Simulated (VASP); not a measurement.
# Zn3In (I4/mmm) in VASP: further runs

Runs on Zn3In. Level: LDA. Tasks: single point.

All numbers are computed with VASP 6.6.1; they aren't measurements. Logs are shortened: lines on timing, memory, paths and dates and some standing lists are left out, and cuts for length are marked.

## Step 1: The cell of the first run

It takes space group I4/mmm (No. 139, tetragonal). Conventional cell: a = 4.220 Å, b = 4.220 Å, c = 8.190 Å, α = 90.00°, β = 90.00°, γ = 90.00°. Within 3.9 Å of Zn (site symmetry -4m2) lie 8 Zn at 2.94 to 2.98 Å and 4 In at 2.94 Å. Within 3.9 Å of Zn (site symmetry 4/mmm) lie 8 Zn at 2.94 Å and 4 In at 2.98 Å. In (site symmetry 4/mmm) has 12 Zn at 2.94 to 2.98 Å within 3.9 Å.

## Step 2: Single point, LDA

INCAR reads:

```
SYSTEM = Zn3In
PREC = Accurate
ENCUT = 520
EDIFF = 1E-6
ISMEAR = -1
SIGMA = 0.05
LREAL = .False.
LASPH = .True.
NELM = 80
ALGO = Normal
ISIF = 2
LWAVE = .False.
LCHARG = .False.
GGA = CA
NBANDS = 32
```

KPOINTS reads:

```
Automatic mesh
0
Gamma
  6 6 6
  0 0 0
```

POSCAR reads:

```
Zn3In
1.0
   -2.1098650000      2.1098650000      4.0947720000
    2.1098650000     -2.1098650000      4.0947720000
    2.1098650000      2.1098650000     -4.0947720000
Zn In
3 1
Direct
    0.7500000000      0.2500000000      0.5000000000
    0.2500000000      0.7500000000      0.5000000000
    0.5000000000      0.5000000000      0.0000000000
    0.0000000000      0.0000000000      0.0000000000
```

Potentials or basis: VASP PAW LDA potentials, release 64 (Zn, In_d).

Launch:

```bash
cat potpaw_LDA.64/Zn/POTCAR potpaw_LDA.64/In_d/POTCAR > POTCAR
mpirun -np 1 vasp_std > vasp.out
```

OUTCAR:

```text
SYSTEM = Zn3In
   PREC = Accurate
   ENCUT = 520
   EDIFF = 1E-6
   ISMEAR = -1
   LREAL = .False.
   LASPH = .True.
   NELM = 80
   ISIF = 2
   GGA = CA

 ion  position               nearest neighbor table
   1  0.750  0.250  0.500-   3 2.94   4 2.94   3 2.94   4 2.94   3 2.94   4 2.94   3 2.94   4 2.94
                             2 2.98   2 2.98   2 2.98   2 2.98
   2  0.250  0.750  0.500-   4 2.94   3 2.94   3 2.94   4 2.94   3 2.94   4 2.94   4 2.94   3 2.94
                             1 2.98   1 2.98   1 2.98   1 2.98
   3  0.500  0.500  0.000-   2 2.94   1 2.94   1 2.94   2 2.94   1 2.94   2 2.94   2 2.94   1 2.94
                             4 2.98   4 2.98   4 2.98   4 2.98
   4  0.000  0.000  0.000-   1 2.94   2 2.94   1 2.94   2 2.94   1 2.94   2 2.94   1 2.94   2 2.94
                             3 2.98   3 2.98   3 2.98   3 2.98

  LATTYP: Found a body centered tetragonal cell.
 ALAT       =     4.2197300000
 C/A-ratio  =     1.9407744097

  Lattice vectors:

 A1 = (  -2.1098650000,   2.1098650000,   4.0947720000)
 A2 = (   2.1098650000,  -2.1098650000,   4.0947720000)
 A3 = (   2.1098650000,   2.1098650000,  -4.0947720000)

Analysis of symmetry for initial positions (statically):
=====================================================================
 Subroutine PRICEL returns:
 Original cell was already a primitive cell.

 Routine SETGRP: Setting up the symmetry group for a
 body centered tetragonal supercell.

 Subroutine GETGRP returns: Found 16 space group operations
 (whereof 16 operations were pure point group operations)
 out of a pool of 16 trial point group operations.

The static configuration has the point symmetry D_4h.

Analysis of symmetry for dynamics (positions and initial velocities):
=====================================================================
 Subroutine PRICEL returns:
 Original cell was already a primitive cell.

 Routine SETGRP: Setting up the symmetry group for a
 body centered tetragonal supercell.

 Subroutine GETGRP returns: Found 16 space group operations
 (whereof 16 operations were pure point group operations)
 out of a pool of 16 trial point group operations.

The dynamic configuration has the point symmetry D_4h.

 Subroutine INISYM returns: Found 16 space group operations
 (whereof 16 operations are pure point group operations),
 and found     1 'primitive' translations

----------------------------------------------------------------------------------------

                                     Primitive cell

  volume of cell :      72.9120

  direct lattice vectors                    reciprocal lattice vectors
    -2.109865000  2.109865000  4.094772000     0.000000000  0.236981987  0.122106921
     2.109865000 -2.109865000  4.094772000     0.236981987  0.000000000  0.122106921
     2.109865000  2.109865000 -4.094772000     0.236981987  0.236981987  0.000000000

  length of vectors
     5.066578566  5.066578566  5.066578566     0.266590627  0.266590627  0.335143140

  position of ions in fractional coordinates (direct lattice)
     0.750000000  0.250000000  0.500000000
     0.250000000  0.750000000  0.500000000
     0.500000000  0.500000000  0.000000000
     0.000000000  0.000000000  0.000000000

  ion indices of the primitive-cell ions
   primitive index   ion index
                 1           1
                 2           2
                 3           3
                 4           4

----------------------------------------------------------------------------------------

 KPOINTS: Automatic mesh

Automatic generation of k-mesh.
 Grid dimensions read from file:
 generate k-points for:    6    6    6

 Generating k-lattice:

  Cartesian coordinates                     Fractional coordinates (reciprocal lattice)
     0.000000000  0.039496998  0.020351153     0.166666667 -0.000000000  0.000000000
     0.039496998  0.000000000  0.020351153    -0.000000000  0.166666667  0.000000000
     0.039496998  0.039496998  0.000000000     0.000000000  0.000000000  0.166666667

  Length of vectors
     0.044431771  0.044431771  0.055857190

  Shift w.r.t. Gamma in fractional coordinates (k-lattice)
     0.000000000  0.000000000  0.000000000

 Subroutine IBZKPT returns following result:
 ===========================================

 Found     30 irreducible k-points:

 Following reciprocal coordinates:
            Coordinates               Weight
  0.000000  0.000000  0.000000      1.000000
  0.166667  0.000000 -0.000000      8.000000
  0.333333  0.000000 -0.000000      8.000000
  0.500000  0.000000 -0.000000      4.000000
  0.166667  0.166667 -0.000000      8.000000
  0.333333  0.166667 -0.000000     16.000000
[... 16 lines left out ...]
 -0.333333 -0.333333  0.166667      8.000000
 -0.166667 -0.333333  0.166667      8.000000
 [... further k-points ...]
   k-points           NKPTS =     30   k-points in BZ     NKDIM =     30   number of bands    NBANDS=     32
   number of dos      NEDOS =    301   number of ions     NIONS =      4
   total plane-waves  NPLWV =  64000
   dimension x,y,z NGX =    40 NGY =   40 NGZ =   40
   dimension x,y,z NGXF=    80 NGYF=   80 NGZF=   80
   ions per type =               3   1
   NGX,Y,Z   is equivalent  to a cutoff of  13.12, 13.12, 13.12 a.u.
   NGXF,Y,Z  is equivalent  to a cutoff of  26.25, 26.25, 26.25 a.u.
 SYSTEM =  Zn3In
   PREC   = accura    normal or accurate (medium, high low for compatibility)
   ISTART =      0    job   : 0-new  1-cont  2-samecut
   ICHARG =      2    charge: 1-file 2-atom 10-const
   ISPIN  =      1    spin polarized calculation?
   LNONCOLLINEAR =      F non collinear calculations
   LSORBIT =      F    spin-orbit coupling
   LASPH  =      T    aspherical Exc in radial PAW
   ENCUT  =  520.0 eV  38.22 Ry    6.18 a.u.   9.42  9.42  9.42*2*pi/ulx,y,z
   NELM   =     80;   NELMIN=  2; NELMDL= -5     # of ELM steps
   EDIFF  = 0.1E-05   stopping-criterion for ELM
   LREAL  =      F    real-space projection
   EDIFFG = 0.1E-04   stopping-criterion for IOM
   NSW    =      0    number of steps for IOM
   IBRION =     -1    ionic relax: 0-MD 1-quasi-New 2-CG
   NFREE  =      0    steps in history (QN), initial steepest desc. (CG)
   ISIF   =      2    stress and relaxation
   ISYM   =      2    0-nonsym 1-usesym 2-fastsym
   POTIM  = 0.5000    time-step for ionic-motion
   TEBEG  =    0.0;   TEEND  =   0.0 temperature during run
   PSTRESS=    0.0 pullay stress
   NELECT =      49.0000    total number of electrons
   NUPDOWN=      -1.0000    fix difference up-down
   EMIN   =  10.00;   EMAX   =-10.00  energy-range for DOS
   EFERMI =   0.00;   METHOD = LEGACY
   ISMEAR =    -1;   SIGMA  =   0.05  broadening in eV -4-tet -1-fermi 0-gaus
   EFERMI_NEDOS =   21; number of points for ismear=-14 and -15
   IALGO  =     38    algorithm
   IMIX   =      4    mixing-type and parameters
     AMIX     =   0.40;   BMIX     =  1.00
     AMIX_MAG =   1.60;   BMIX_MAG =  1.00
  volume/ion in A,a.u.               =      18.23       123.01
  Fermi-wavevector in a.u.,A,eV,Ry     =   1.433971  2.709813 27.977308  2.056274
  Thomas-Fermi vector in A             =   2.553431
   LORBIT       =      0    0 simple, 1 ext, 2 COOP (PROOUT), +10 PAW based schemes
   GGA     = CA    functional components
   LHFCALC =     F    Hartree Fock is set to
   AEXX    =    0.0000 exact exchange contribution
   IVDW    =     0    specifies the selected vdW correction
   LEPSILON=     F    determine dielectric tensor
   LRPA    =     F    only Hartree local field effects (RPA)
 non-spin polarized calculation
  energy-cutoff  :      520.00
  volume of cell :       72.91
 maximum number of plane-waves:      1980
 NGX is ok and might be reduce to    40
   NGX = 19   NGY = 19   NGZ = 19

 number of electron      49.0000017 magnetization

 Free energy of the ion-electron system (eV)
  ---------------------------------------------------
  ext. energy  EPLUGINS =         0.00000000
  ---------------------------------------------------
  free energy    TOTEN  =        -8.15486643 eV

  energy without entropy =       -8.13971118  energy(sigma->0) =       -8.14728880

 E-fermi :   4.2325     XC(G=0): -11.3436

 val. band max:        4.1784284556   @ k =  -0.1667  -0.1667   0.1667
 cond. band min:       4.2932253620   @ k =   0.5000   0.3333  -0.0000
 fundamental gap:      0.1147969064
 Fermi energy:         4.2325017078

 k-point     1 :       0.0000    0.0000    0.0000
  band No.  band energies     occupation
      1     -10.2870      2.00000
      2     -10.2623      2.00000
      3     -10.2623      2.00000
      4     -10.2611      2.00000
      5     -10.2470      2.00000
      6      -5.6784      2.00000
[... 24 lines left out ...]
     31       7.3750      0.00000
     32      10.7351      0.00000

 k-point     2 :       0.1667    0.0000   -0.0000
  band No.  band energies     occupation
      1     -10.2787      2.00000
      2     -10.2678      2.00000
      3     -10.2607      2.00000
      4     -10.2530      2.00000
      5     -10.2487      2.00000
      6      -5.3712      2.00000
[... 24 lines left out ...]
     31       9.5023      0.00000
     32       9.7159      0.00000

 k-point     3 :       0.3333    0.0000   -0.0000
  band No.  band energies     occupation
      1     -10.2799      2.00000
      2     -10.2695      2.00000
      3     -10.2580      2.00000
      4     -10.2516      2.00000
      5     -10.2289      2.00000
      6      -4.4968      2.00000
[... 24 lines left out ...]
     31       9.2110      0.00000
     32      11.7690      0.00000

 k-point     4 :       0.5000    0.0000   -0.0000
  band No.  band energies     occupation
      1     -10.2860      2.00000
      2     -10.2668      2.00000
      3     -10.2573      2.00000
      4     -10.2523      2.00000
      5     -10.2151      2.00000
      6      -3.6563      2.00000
[... 654 lines left out ...]
     31      11.3035      0.00000
     32      11.4303      0.00000

 k-point    23 :      -0.3333   -0.3333    0.1667
  band No.  band energies     occupation
      1     -10.2741      2.00000
      2     -10.2671      2.00000
      3     -10.2604      2.00000
      4     -10.2536      2.00000
      5     -10.2452      2.00000
      6      -4.2841      2.00000
[... 24 lines left out ...]
     31      11.9780      0.00000
     32      12.0852      0.00000

 k-point    24 :      -0.1667   -0.3333    0.1667
  band No.  band energies     occupation
      1     -10.2838      2.00000
      2     -10.2666      2.00000
      3     -10.2583      2.00000
      4     -10.2522      2.00000
      5     -10.2467      2.00000
      6      -4.8741      2.00000
[... 24 lines left out ...]
     31      10.0999      0.00000
     32      10.6105      0.00000

 [... further k-points ...]
[... 5 lines left out ...]
  --------------------------------------------------------------------------------------
  -------------------------------------------------------------------------------------
  Total       -3.9218651     -3.9218651     -1.8333025      0.0000000      0.0000000     -0.0000000
  in kB      -86.1795418    -86.1795418    -40.2852123      0.0000000      0.0000000     -0.0000000
  external PRESSURE =     -70.8814319 kB  Pullay stress =       0.0000000 kB

 VOLUME and BASIS-vectors are now :
 -----------------------------------------------------------------------------
  energy-cutoff  :      520.00
  volume of cell :       72.91
      direct lattice vectors                 reciprocal lattice vectors
    -2.109865000  2.109865000  4.094772000     0.000000000  0.236981987  0.122106921
     2.109865000 -2.109865000  4.094772000     0.236981987  0.000000000  0.122106921
     2.109865000  2.109865000 -4.094772000     0.236981987  0.236981987  0.000000000

 POSITION                                       TOTAL-FORCE (eV/Angst)
 -----------------------------------------------------------------------------------
      0.00000      2.10987      2.04739        -0.000000      0.000000     -0.000000
      2.10987      0.00000      2.04739         0.000000     -0.000000     -0.000000
      0.00000      0.00000      4.09477        -0.000000      0.000000      0.000000
      0.00000      0.00000      0.00000        -0.000000      0.000000      0.000000
 -----------------------------------------------------------------------------------
    total drift:                               -0.000000     -0.000000      0.000000

  FREE ENERGIE OF THE ION-ELECTRON SYSTEM (eV)
  ---------------------------------------------------
  free  energy   TOTEN  =        -8.1548664280 eV

  energy  without entropy=       -8.1397111805  energy(sigma->0) =       -8.14728880
```

Wall time 87 s (1 thread of AMD EPYC 7R13 (Zen 3), shared host); peak memory 0.2 GiB.

Results:

```
Free energy            : -8.1549 eV
Pressure               : -7.1 GPa
Band gap on the k mesh : zero (an odd number of electrons rules out a gap without spin polarisation)
```

Levels at points of the mesh, in eV from the Fermi level:
```
           k point  band 20  band 21  band 22  band 23  band 24  band 25  band 26  band 27  band 28  band 29
(0.00, 0.00, 0.00)    -7.04    -6.92    -1.02     0.81     1.23     1.23     1.30     1.41     1.79     1.79
(0.50, 0.00, 0.00)    -6.99    -6.71    -6.29    -1.93    -1.88     1.79     2.25     2.48     2.59     6.61
(0.50, 0.50, 0.00)    -6.99    -5.17    -4.84    -3.06    -2.73    -2.48    -2.06     4.16     4.37     4.51
(0.50, 0.50, 0.50)    -6.97    -6.92    -6.80    -1.43    -1.43     0.16     0.41     6.84     7.06     7.12
```

Caveat: the cell stands under tension; spin-orbit coupling is left out, which moves the levels of the heavy elements.

[end of part 1 of 2]
